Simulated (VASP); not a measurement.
# CrSi5O12 (P1) in VASP: single point with PBEsol+U

Aim: the single point of CrSi5O12 with PBEsol+U.

Program: VASP 6.6.1. These are calculated values, not measurements. Logs are shortened: lines on timing, memory, paths and dates and some standing lists are left out, and cuts for length are marked.

## (1) The cell of the first run

The typed cell holds 18 atoms: a = 9.833 Å, b = 4.916 Å, c = 5.408 Å, α = 90.00°, β = 90.00°, γ = 120.00°.

## (2) Single point, PBEsol+U, collinear spin, ferromagnetic start

Input file INCAR:

```
SYSTEM = CrSi5O12
ALGO     = Normal         ! electronic algorithm
EDIFF    = 1E-6           ! SCF threshold, eV
ENCUT    = 520            ! plane-wave cutoff, eV
GGA      = PS             ! functional
ISIF     = 2              ! what is computed and relaxed
ISMEAR   = 0              ! smearing method
ISPIN    = 2              ! spin polarisation
KPAR     = 4            
LASPH    = .True.         ! aspherical terms in the spheres
LCHARG   = .False.        ! write CHGCAR
LDAU     = .True.         ! DFT+U
LDAUJ    = 0 0 0        
LDAUL    = 2 -1 -1        ! shell
LDAUPRINT= 1            
LDAUTYPE = 2            
LDAUU    = 3 0 0          ! U, eV
LMAXMIX  = 4              ! l up to which the mixer works
LORBIT   = 11             ! projections on sites
LREAL    = Auto         
LWAVE    = .False.        ! write WAVECAR
MAGMOM   = 1.66 0 0 0 0 0 0.01 0 0 0 0 0 0 0 0.01 0 0 0 ! initial moments
NBANDS   = 71             ! bands
NELM     = 150            ! most SCF steps
PREC     = Accurate       ! precision mode
SIGMA    = 0.05           ! smearing width, eV
```

Input file KPOINTS:

```
k-points
0
Gamma
  4 4 3
  0 0 0
```

Input file POSCAR:

```
CrSi5O12
1.0
    9.8327200000      0.0000000000      0.0000000000
   -2.4581800000      4.2576927000      0.0000000000
    0.0000000000      0.0000000000      5.4084000000
Cr Si O
1 5 12
Direct
    0.2274229596      0.0084588260      0.6716030647
    0.7321803109      0.9865209048      0.6610935173
    0.9951407948      0.4557765008      0.3333584971
    0.5022208682      0.4609491226      0.3261098989
    0.2687985062      0.5527215273      0.0158488819
    0.7686548184      0.5241242480      0.9906281397
    0.2024420495      0.3206888871      0.7761800533
    0.7036436664      0.2578807983      0.7760187289
    0.3661675531      0.1244901221      0.4327556247
    0.8572176246      0.1205982280      0.4346676937
    0.4333133614      0.5912243424      0.1126603044
    0.9326326696      0.5751101836      0.1025692734
    0.1405310508      0.4147118338      0.2388226604
    0.6401780949      0.4112609562      0.2117328548
    0.0462176672      0.7089585287      0.5586323434
    0.5670385574      0.7097225727      0.5534610240
    0.2972281464      0.8944040530      0.9284699032
    0.7983758029      0.8533583675      0.8760004062
```

Potentials or basis: VASP PAW PBE potentials, release 64 (Cr_pv, Si, O).

The run is started by

```sh
$ cat potpaw_PBE.64/Cr_pv/POTCAR potpaw_PBE.64/Si/POTCAR potpaw_PBE.64/O/POTCAR > POTCAR
$ mpirun -np 4 vasp_std > vasp.out
```

OUTCAR:

```text
SYSTEM = CrSi5O12
   EDIFF = 1E-6
   ENCUT = 520
   GGA = PS
   ISIF = 2
   ISMEAR = 0
   ISPIN = 2
   LASPH = .True.
   LORBIT = 11
   LREAL = Auto
   NELM = 150
   PREC = Accurate

 ion  position               nearest neighbor table
   1  0.227  0.008  0.672-   9 1.75  15 1.76  17 1.76   7 1.76   5 3.09   5 3.11   4 3.12   3 3.12

   2  0.732  0.987  0.661-  16 1.62   8 1.62  18 1.62  10 1.62   3 3.03   4 3.04   6 3.05   6 3.06

   3  0.995  0.456  0.333-  10 1.62  13 1.62  12 1.62  15 1.63   5 3.02   2 3.03   6 3.04   1 3.12
[... 7 lines left out ...]
   7  0.202  0.321  0.776-   5 1.63   1 1.76
   8  0.704  0.258  0.776-   2 1.62   6 1.62
   9  0.366  0.124  0.433-   4 1.63   1 1.75
  10  0.857  0.121  0.435-   3 1.62   2 1.62
  11  0.433  0.591  0.113-   5 1.62   4 1.62
  12  0.933  0.575  0.103-   6 1.62   3 1.62
  13  0.141  0.415  0.239-   3 1.62   5 1.63
  14  0.640  0.411  0.212-   4 1.62   6 1.62
  15  0.046  0.709  0.559-   3 1.63   1 1.76
  16  0.567  0.710  0.553-   2 1.62   4 1.62
  17  0.297  0.894  0.928-   5 1.63   1 1.76
  18  0.798  0.853  0.876-   6 1.62   2 1.62

  Warning from LATTYP: Monoclinic adjustment (A1->A3, A2->A1, A3->A2)!
  LATTYP: Found a simple orthorhombic cell.
 ALAT       =     4.9163600397
 B/A-ratio  =     1.1000821657
 C/A-ratio  =     1.7320507982

  Lattice vectors:

 A1 = (  -2.4581800000,   4.2576927000,   0.0000000000)
 A2 = (   0.0000000000,   0.0000000000,   5.4084000000)
 A3 = (   7.3745400000,   4.2576927000,   0.0000000000)

Analysis of symmetry for initial positions (statically):
=====================================================================
 Subroutine PRICEL returns:
 Original cell was already a primitive cell.

 Routine SETGRP: Setting up the symmetry group for a
 simple orthorhombic supercell.

 Subroutine GETGRP returns: Found  1 space group operations
 (whereof  1 operations were pure point group operations)
 out of a pool of  8 trial point group operations.

The static configuration has the point symmetry C_1 .

Analysis of symmetry for dynamics (positions and initial velocities):
=====================================================================
 Subroutine PRICEL returns:
 Original cell was already a primitive cell.
[... 227 lines left out ...]
  o =  0.9732  v = -0.0031 -0.6515 -0.6604  0.0328 -0.3720  0.0000  0.0000  0.0000  0.0000  0.0000      0.0000  0.0000  0.0000  0.0000  0.0000  0.0000  0.0000  0.0000  0.0000  0.0000
  o =  0.9746  v =  0.0437  0.0014  0.4872 -0.0410 -0.8712  0.0000  0.0000  0.0000  0.0000  0.0000      0.0000  0.0000  0.0000  0.0000  0.0000  0.0000  0.0000  0.0000  0.0000  0.0000

 number of electron     103.9999989 magnetization       2.0000239

 Free energy of the ion-electron system (eV)
  ---------------------------------------------------
  ext. energy  EPLUGINS =         0.00000000
  ---------------------------------------------------
  free energy    TOTEN  =      -145.88752537 eV

  energy without entropy =     -145.88752537  energy(sigma->0) =     -145.88752537

 E-fermi :   2.6650     XC(G=0):  -9.6089

 val. band max:        2.3097798049   @ k =   0.5000  -0.0000   0.0000
 cond. band min:       4.3468724829   @ k =   0.0000   0.5000   0.3333
 fundamental gap:      2.0370926780
 Fermi energy:         2.6649704776

 spin component 1

 k-point     1 :       0.0000    0.0000    0.0000
  band No.  band energies     occupation
      1     -42.1158      1.00000
      2     -42.0934      1.00000
      3     -42.0616      1.00000
      4     -18.1786      1.00000
      5     -17.4353      1.00000
      6     -17.2551      1.00000
[... 3209 lines left out ...]
     63      10.7728      0.00000
     64      10.9485      0.00000

 [... further k-points ...]

 [bands above 64 left out]

------------------------ aborting loop because EDIFF is reached ----------------------------------------

  FORCE on cell =-STRESS in cart. coord.  units (eV):
  Direction    XX          YY          ZZ          XY          YZ          ZX
  --------------------------------------------------------------------------------------
  -------------------------------------------------------------------------------------
  Total        2.5488331      3.8102783      4.2857850      0.4366088     -0.3068791      0.1140840
  in kB       18.0357911     26.9618995     30.3266317      3.0894862     -2.1715064      0.8072697
  external PRESSURE =      25.1081074 kB  Pullay stress =       0.0000000 kB

 VOLUME and BASIS-vectors are now :
 -----------------------------------------------------------------------------
  energy-cutoff  :      520.00
  volume of cell :      226.42
      direct lattice vectors                 reciprocal lattice vectors
     9.832720000  0.000000000  0.000000000     0.101701259  0.058717248  0.000000000
    -2.458180000  4.257692700  0.000000000     0.000000000  0.234868994  0.000000000
     0.000000000  0.000000000  5.408400000     0.000000000  0.000000000  0.184897567

 POSITION                                       TOTAL-FORCE (eV/Angst)
 -----------------------------------------------------------------------------------
      2.21539      0.03602      3.63230        -0.014600      0.017621      0.011405
      4.77428      4.20030      3.57546        -0.023525      0.002368      0.003075
      8.66456      1.94056      1.80294         0.015641     -0.045457     -0.040553
      3.80510      1.96258      1.76373         0.028746      0.028574     -0.010576
      1.28433      2.35332      0.08572         0.027086      0.000917      0.038852
      6.26958      2.23156      5.35771        -0.001128      0.009200     -0.002884
[... 10 lines left out ...]
      0.72395      3.80810      5.02154         0.083948      0.017763      0.142600
      5.75250      3.63334      4.73776         0.008521      0.024013      0.012389
 -----------------------------------------------------------------------------------
    total drift:                                0.003739     -0.003881      0.013118

  FREE ENERGIE OF THE ION-ELECTRON SYSTEM (eV)
  ---------------------------------------------------
  free  energy   TOTEN  =      -145.8875253746 eV

  energy  without entropy=     -145.8875253746  energy(sigma->0) =     -145.88752537

 total charge

# of ion       s       p       d       tot
------------------------------------------
    1        0.417   6.491   4.187  11.095
    2        0.650   1.004   0.000   1.655
    3        0.654   1.001   0.000   1.655
    4        0.653   1.002   0.000   1.655
    5        0.657   1.001   0.000   1.658
    6        0.649   1.001   0.000   1.651
[... 10 lines left out ...]
   17        1.562   3.556   0.000   5.118
   18        1.547   3.678   0.000   5.225
--------------------------------------------------
tot         22.303  55.128   4.187  81.618

 magnetization (x)

# of ion       s       p       d       tot
------------------------------------------
    1        0.009   0.010   1.879   1.897
    2        0.000   0.000   0.000   0.000
    3        0.001   0.002   0.000   0.003
    4        0.001   0.002   0.000   0.003
    5        0.003   0.004   0.000   0.007
    6        0.000   0.000   0.000   0.000
[... 10 lines left out ...]
   17       -0.001  -0.001   0.000  -0.002
   18        0.000  -0.000   0.000  -0.000
--------------------------------------------------
tot          0.012   0.031   1.879   1.921
```

OSZICAR:

```text
N       E                     dE             d eps       ncg     rms          rms(c)
DAV:   1     0.768580592009E+03    0.76858E+03   -0.54993E+04  7664   0.139E+03
DAV:   2    -0.105427942106E+03   -0.87401E+03   -0.84708E+03  8860   0.345E+02
DAV:   3    -0.166188624192E+03   -0.60761E+02   -0.60296E+02  8632   0.101E+02
DAV:   4    -0.167221673504E+03   -0.10330E+01   -0.10255E+01  9256   0.139E+01
DAV:   5    -0.167244773729E+03   -0.23100E-01   -0.23071E-01  9537   0.201E+00    0.462E+01
DAV:   6    -0.149537681200E+03    0.17707E+02   -0.14135E+02  9633   0.558E+01    0.323E+01
DAV:   7    -0.148018137926E+03    0.15195E+01   -0.48199E+01  8807   0.710E+01    0.210E+01
DAV:   8    -0.146455704437E+03    0.15624E+01   -0.35022E+00  9144   0.109E+01    0.874E+00
DAV:   9    -0.145871442499E+03    0.58426E+00   -0.16103E+00 10122   0.102E+01    0.345E+00
DAV:  10    -0.145890467162E+03   -0.19025E-01   -0.25938E-01  8800   0.225E+00    0.206E+00
DAV:  11    -0.145887870425E+03    0.25967E-02   -0.97086E-02  9280   0.162E+00    0.579E-01
DAV:  12    -0.145887313258E+03    0.55717E-03   -0.91630E-03  8785   0.600E-01    0.320E-01
DAV:  13    -0.145887292561E+03    0.20698E-04   -0.52183E-03  9480   0.386E-01    0.153E-01
DAV:  14    -0.145887466829E+03   -0.17427E-03   -0.68291E-04  8848   0.144E-01    0.711E-02
DAV:  15    -0.145887504257E+03   -0.37428E-04   -0.17422E-04  9944   0.743E-02    0.305E-02
DAV:  16    -0.145887522170E+03   -0.17912E-04   -0.31450E-05  8760   0.334E-02    0.133E-02
DAV:  17    -0.145887524741E+03   -0.25715E-05   -0.14479E-05  9016   0.193E-02    0.662E-03
DAV:  18    -0.145887525375E+03   -0.63345E-06   -0.20032E-06  7008   0.889E-03
   1 F= -.14588753E+03 E0= -.14588753E+03  d E =-.640452E-25  mag=     2.0000
```

stdout:

```text
POSCAR found type information on POSCAR CrSiO
 POSCAR found :  3 types and      18 ions
 scaLAPACK will be used
 -----------------------------------------------------------------------------
|                                                                             |
|                                                                             |
|     You enforced a specific xc type in the INCAR file but a different       |
|     I HOPE YOU KNOW WHAT YOU ARE DOING!                                     |
|                                                                             |
 -----------------------------------------------------------------------------

 LDA part: xc-table for (Slater+PW92), standard interpolation
 POSCAR, INCAR and KPOINTS ok, starting setup
 FFT: planning ... GRIDC
 FFT: planning ... GRID_SOFT
 FFT: planning ... GRID
 WAVECAR not read
 entering main loop
```

It took 8.1 min on 4 MPI ranks of Intel Xeon Platinum 8488C (Sapphire Rapids), shared host; peak memory 0.77 GiB.

What came out:

- Free energy: -145.8875 eV
- Pressure: 2.5 GPa
- Largest force: 0.195 eV/Å
- Band gap on the k mesh: 2.04 eV (least direct gap 2.21 eV)
- Net moment: 2.00 μB per cell
- Site moments: Cr +1.90; Si +0.00, +0.01 (each value once); O +0.01, +0.00, -0.00 (each value once) μB
- Valence electrons inside the program's atomic spheres: Cr 11.10; Si 1.66, 1.65 (each value once); O 5.12, 5.22, 5.21 (each value once)

Forces in eV/Å, atoms in the order of the input:
```
Cr  -0.015  0.018  0.011
Si  -0.024  0.002  0.003
Si   0.016 -0.045 -0.041
Si   0.029  0.029 -0.011
Si   0.027  0.001  0.039
Si  -0.001  0.009 -0.003
O   -0.128  0.111  0.012
O   -0.018  0.010 -0.009
O    0.099 -0.017 -0.127
O    0.011 -0.022 -0.020
O    0.016  0.019 -0.013
O    0.030  0.013 -0.005
O    0.020 -0.011  0.013
O    0.018 -0.014  0.015
O   -0.148 -0.124 -0.029
O   -0.025 -0.022  0.009
O    0.084  0.018  0.143
O    0.009  0.024  0.012
```

Stress tensor (GPa, compression positive):
```
 1.80  0.31  0.08
 0.31  2.70 -0.22
 0.08 -0.22  3.03
```

Levels at points of the mesh, in eV from the valence-band top:
Spin up:
| k point | band 51 | band 52 | band 53 | band 54 | band 55 | band 56 |
| --- | --- | --- | --- | --- | --- | --- |
| (0.00, 0.00, 0.00) | -1.40 | -0.50 | -0.01 | 2.33 | 2.36 | 2.41 |
| (0.50, 0.00, 0.00) | -1.47 | -0.51 | 0.00 | 2.31 | 2.35 | 2.41 |
| (0.00, 0.50, 0.00) | -1.35 | -0.36 | -0.23 | 2.13 | 2.45 | 2.50 |
| (0.50, 0.50, 0.00) | -1.37 | -0.37 | -0.21 | 2.13 | 2.43 | 2.50 |
Spin down:
| k point | band 48 | band 49 | band 50 | band 51 | band 52 | band 53 | band 54 | band 55 |
| --- | --- | --- | --- | --- | --- | --- | --- | --- |
| (0.00, 0.00, 0.00) | -1.64 | -1.59 | -1.52 | -1.37 | 3.25 | 3.40 | 3.44 | 3.50 |
| (0.50, 0.00, 0.00) | -1.60 | -1.57 | -1.47 | -1.42 | 3.25 | 3.38 | 3.45 | 3.49 |
| (0.00, 0.50, 0.00) | -1.65 | -1.55 | -1.37 | -1.32 | 3.18 | 3.34 | 3.39 | 3.52 |
| (0.50, 0.50, 0.00) | -1.62 | -1.60 | -1.37 | -1.34 | 3.18 | 3.34 | 3.39 | 3.51 |

Eigenvalues of the final occupation matrices:
```
    site  spin  trace               eigenvalues
site 1 d     1   3.06  0.35 0.37 0.39 0.97 0.97
site 1 d     2   1.18  0.13 0.15 0.28 0.30 0.31
```

Caveat: the PAW data sets were made with another functional, which shifts forces and pressure a little; a cell with one magnetic atom can't hold antiferromagnetic order, which such compounds often take. The state reached can hang on the start; a lower one may exist.
